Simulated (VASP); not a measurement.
# Sn (Fd-3m) in VASP: notebook, part 2 of 2

VASP 6.6.1. Earlier steps stand in the parts before.

## (3) Single point, r2SCAN

This run uses another cell than the first one, of 35.36 Å³/atom, 0.998 times its volume.

Contents of POSCAR:

```
Sn
1.0
    0.0000000000      3.2822658882      3.2822658882
    3.2822658882      0.0000000000      3.2822658882
    3.2822658882      3.2822658882      0.0000000000
Sn
2
Direct
    0.0000000000      0.0000000000      0.0000000000
    0.2500000000      0.2500000000      0.2500000000
```

Contents of INCAR.step1:

```
SYSTEM = Sn
PREC = Accurate
ENCUT = 520
ISMEAR = 0
SIGMA = 0.1
LREAL = .FALSE.
LASPH = .TRUE.
NELM = 100
NBANDS = 21
GGA = PE
ALGO = Normal
EDIFF = 1E-4
LWAVE = .TRUE.
LCHARG = .FALSE.
```

Contents of INCAR.step2:

```
SYSTEM = Sn
PREC = Accurate
ENCUT = 520
EDIFF = 1E-6
ISMEAR = 0
SIGMA = 0.1
LREAL = .FALSE.
LASPH = .TRUE.
NELM = 100
ALGO = Normal
ISIF = 2
LWAVE = .FALSE.
LCHARG = .FALSE.
METAGGA = R2SCAN
LMIXTAU = .TRUE.
NBANDS = 21
ISTART = 1
```

Contents of KPOINTS:

```
regular mesh
0
G
  12 12 12
  0 0 0
```

Potentials or basis: VASP PAW PBE potentials, release 64 (Sn_d).

Run with:

```console
$ cat potpaw_PBE.64/Sn_d/POTCAR > POTCAR
$ cp INCAR.step1 INCAR
$ mpirun -np 1 vasp_std > vasp.out
$ cp INCAR.step2 INCAR
$ mpirun -np 1 vasp_std > vasp.out
```

It took 3.9 min on 1 thread of Intel Xeon 6975P-C, shared host; peak memory 0.26 GiB.

It converged, with:

```yaml
Free_energy: -49.4955 eV
Pressure: 0.0 GPa
Band_gap_on_the_k_mesh: zero (filled and empty bands touch)
```

Levels at points of the mesh, in eV from the Fermi level:
| k point | band 11 | band 12 | band 13 | band 14 | band 15 | band 16 | band 17 | band 18 |
| --- | --- | --- | --- | --- | --- | --- | --- | --- |
| (0.00, 0.00, 0.00) | -10.90 | -0.61 | 0.00 | 0.00 | 0.00 | 2.22 | 2.22 | 2.22 |
| (0.50, 0.00, 0.00) | -9.25 | -6.46 | -1.22 | -1.22 | 0.07 | 3.35 | 3.35 | 5.96 |
| (0.50, 0.50, 0.00) | -7.74 | -7.74 | -2.56 | -2.56 | 0.95 | 0.95 | 7.93 | 7.93 |

Caveat: the PAW data sets were made with another functional, which shifts forces and pressure a little; spin-orbit coupling is left out, which moves the levels of the heavy elements.

## (4) Single point, r2SCAN

This run uses another cell than the first one, of 35.36 Å³/atom, 0.998 times its volume.

Contents of POSCAR:

```
Sn
1.0
    0.0000000000      3.2822659141      3.2822659141
    3.2822659141      0.0000000000      3.2822659141
    3.2822659141      3.2822659141      0.0000000000
Sn
2
Direct
    0.0000000000      0.0000000000      0.0000000000
    0.2500000000      0.2500000000      0.2500000000
```

INCAR.step1 is that of step 3.

INCAR.step2 is that of step 3.

KPOINTS is that of step 3.

Run with:

```console
$ cat potpaw_PBE.64/Sn_d/POTCAR > POTCAR
$ cp INCAR.step1 INCAR
$ mpirun -np 1 vasp_std > vasp.out
$ cp INCAR.step2 INCAR
$ mpirun -np 1 vasp_std > vasp.out
```

Run time: 3.3 min. Hardware: 1 thread of Intel Xeon Platinum 8488C (Sapphire Rapids), shared host; peak memory 0.26 GiB.

The run converged. Its results:

```
Free energy            : -49.4955 eV
Pressure               : 0.0 GPa
Band gap on the k mesh : zero (filled and empty bands touch)
```

Levels at points of the mesh, in eV from the Fermi level:
| k point | band 12 | band 13 | band 14 | band 15 | band 16 | band 17 |
| --- | --- | --- | --- | --- | --- | --- |
| (0.00, 0.00, 0.00) | -0.61 | 0.00 | 0.00 | 0.00 | 2.22 | 2.22 |
| (0.50, 0.00, 0.00) | -6.46 | -1.22 | -1.22 | 0.07 | 3.35 | 3.35 |
| (0.50, 0.50, 0.00) | -7.74 | -2.56 | -2.56 | 0.95 | 0.95 | 7.93 |

Caveat: the PAW data sets were made with another functional, which shifts forces and pressure a little; spin-orbit coupling is left out, which moves the levels of the heavy elements.

## (5) Relaxation of cell and atoms, r2SCAN, target pressure -2 GPa, at which the enthalpy is minimised

This run uses another cell than the first one, of 36.06 Å³/atom, 1.017 times its volume.

Contents of POSCAR:

```
Sn
1.0
    0.0000000000      3.3037529944      3.3037529944
    3.3037529944      0.0000000000      3.3037529944
    3.3037529944      3.3037529944      0.0000000000
Sn
2
Direct
    0.0000000000      0.0000000000      0.0000000000
    0.2500000000      0.2500000000      0.2500000000
```

INCAR.step1: that of step 4 with these lines changed.

```diff
@@ -2,3 +2,3 @@
 PREC = Accurate
-ENCUT = 520
+ENCUT = 600
 ISMEAR = 0
@@ -8,3 +8,2 @@
 NELM = 100
-NBANDS = 21
 GGA = PE
```

Contents of INCAR.step2:

```
SYSTEM = Sn
PREC = Accurate
ENCUT = 600
EDIFF = 1E-6
ISMEAR = 0
SIGMA = 0.1
LREAL = .FALSE.
LASPH = .TRUE.
NELM = 100
ALGO = Normal
ISIF = 3
LWAVE = .FALSE.
LCHARG = .FALSE.
METAGGA = R2SCAN
LMIXTAU = .TRUE.
IBRION = 2
NSW = 70
EDIFFG = -0.008
PSTRESS = -20.0
ISTART = 1
```

Contents of KPOINTS:

```
Automatic mesh
0
G
  12 12 12
  0 0 0
```

Potentials or basis: VASP PAW PBE potentials, release 64 (Sn_d).

Run with:

```console
$ cat potpaw_PBE.64/Sn_d/POTCAR > POTCAR
$ cp INCAR.step1 INCAR
$ mpirun -np 1 vasp_std > vasp.out
$ cp INCAR.step2 INCAR
$ mpirun -np 1 vasp_std > vasp.out
```

OUTCAR:

```text
SYSTEM = Sn
   PREC = Accurate
   ENCUT = 600
   EDIFF = 1E-6
   ISMEAR = 0
   LREAL = .FALSE.
   LASPH = .TRUE.
   NELM = 100
   ISIF = 3
   METAGGA = R2SCAN
   IBRION = 2
   NSW = 70
   EDIFFG = -0.008
   PSTRESS = -20.0
   ISTART = 1

 ion  position               nearest neighbor table
   1  0.000  0.000  0.000-   2 2.86   2 2.86   2 2.86   2 2.86
   2  0.250  0.250  0.250-   1 2.86   1 2.86   1 2.86   1 2.86

  LATTYP: Found a face centered cubic cell.
 ALAT       =     6.6075059888

  Lattice vectors:

 A1 = (   0.0000000000,   3.3037529944,   3.3037529944)
 A2 = (   3.3037529944,   0.0000000000,   3.3037529944)
 A3 = (   3.3037529944,   3.3037529944,   0.0000000000)

Analysis of symmetry for initial positions (statically):
=====================================================================
 Subroutine PRICEL returns:
 Original cell was already a primitive cell.

 Routine SETGRP: Setting up the symmetry group for a
[... 173 lines left out ...]

 E-fermi :   5.0020     XC(G=0):  -9.3385

 val. band max:        4.8863612504   @ k =   0.0833   0.0000   0.0000
 cond. band min:       5.0224972944   @ k =   0.0000   0.0000   0.0000
 fundamental gap:      0.1361360440
 Fermi energy:         5.0019648009

 k-point     1 :       0.0000    0.0000    0.0000
  band No.  band energies     occupation
      1     -17.2854      2.00000
      2     -17.2854      2.00000
      3     -17.2854      2.00000
      4     -17.2261      2.00000
      5     -17.2261      2.00000
      6     -16.9455      2.00000
[... 570 lines left out ...]
--------------------------------------- Ionic step        3  -------------------------------------------

 number of electron      27.9999999 magnetization

 Free energy of the ion-electron system (eV)
  ---------------------------------------------------
  ext. energy  EPLUGINS =         0.00000000
  ---------------------------------------------------
  free energy    TOTEN  =       -49.47267441 eV

  energy without entropy =      -49.47179948  energy(sigma->0) =      -49.47223694

 E-fermi :   4.6360     XC(G=0):  -9.1807

 val. band max:        4.6352542677   @ k =   0.5000   0.0000   0.0000
 cond. band min:       4.6776408118   @ k =   0.4167   0.0000   0.0000
 fundamental gap:      0.0423865441
 Fermi energy:         4.6359725138

 k-point     1 :       0.0000    0.0000    0.0000
  band No.  band energies     occupation
      1     -17.5702      2.00000
      2     -17.5702      2.00000
      3     -17.5702      2.00000
      4     -17.5153      2.00000
      5     -17.5153      2.00000
      6     -17.2594      2.00000
[... 528 lines left out ...]
  energy  without entropy=      -49.4717994794  energy(sigma->0) =      -49.47223694

  enthalpy is  TOTEN    =       -50.4043376260 eV   P V=       -0.9316632179

 reached required accuracy - stopping structural energy minimisation
```

Run time: 13 min. Hardware: 1 thread of Intel Xeon Platinum 8488C (Sapphire Rapids), shared host; peak memory 0.32 GiB.

What came out:

```
Free energy                                            : -49.4727 eV
Relaxed volume                                         : 37.32 Å³/atom
Relaxed cell                                           : a = 4.726 Å, b = 4.726 Å, c = 4.726 Å, α = 60.00°, β = 60.00°, γ = 60.00°
Space group after relaxing (to 0.05 Å)                 : Fd-3m (No. 227)
Energy change on relaxing (the enthalpy is what falls) : +11.0 meV/atom
Ionic steps                                            : 3
Pressure after relaxing                                : -2.0 GPa
Band gap on the k mesh                                 : zero (band 14 reaches 4.68 eV, above the bottom of band 15 at 4.64 eV)
```

Step by step:
| step | energy change (eV) | largest force (eV/Å) | pressure (GPa) | volume (Å³) |
| --- | --- | --- | --- | --- |
| 1 | 0.0000 | 0.0000 | -0.78 | 72.12 |
| 2 | 0.0272 | 0.0000 | -2.17 | 75.03 |
| 3 | 0.0221 | 0.0000 | -2.01 | 74.63 |

Final structure:
```
Sn
1.0
     0.00000    3.34172    3.34172
     3.34172    0.00000    3.34172
     3.34172    3.34172    0.00000
Sn
2
Direct
  0.00000 0.00000 0.00000
  0.25000 0.25000 0.25000
```

Caveat: the cell is relaxed towards a set pressure, so the enthalpy falls and the energy may rise; the PAW data sets were made with another functional, which shifts forces and pressure a little; spin-orbit coupling is left out, which moves the levels of the heavy elements.

## (6) The runs side by side

```csv
task,cell,k mesh,cutoff (eV),gap on the mesh (eV),pressure (GPa)
single point,"a = 4.646 Å, angles 60.0°, 2 atoms",6 × 6 × 6,520,none,-0.1
single point,"a = 4.642 Å, angles 60.0°, 2 atoms",12 × 12 × 12,520,none,0.0
relaxation of cell and atoms,"relaxed to -2 GPa from a = 4.672 Å, angles 60.0°, 2 atoms",12 × 12 × 12,600,none,-2.0
```

Alike in all rows: level r2SCAN; potentials or basis VASP PAW PBE potentials, release 64 (Sn_d); no spin polarisation; smearing gaussian 0.1 eV.

Caveats: the PAW data sets were made with another functional, which shifts forces and pressure a little; spin-orbit coupling is left out, which moves the levels of the heavy elements; the cell is relaxed towards a set pressure, so the enthalpy falls and the energy may rise (some runs).

Absolute energies hang on the potentials; compare differences alone.
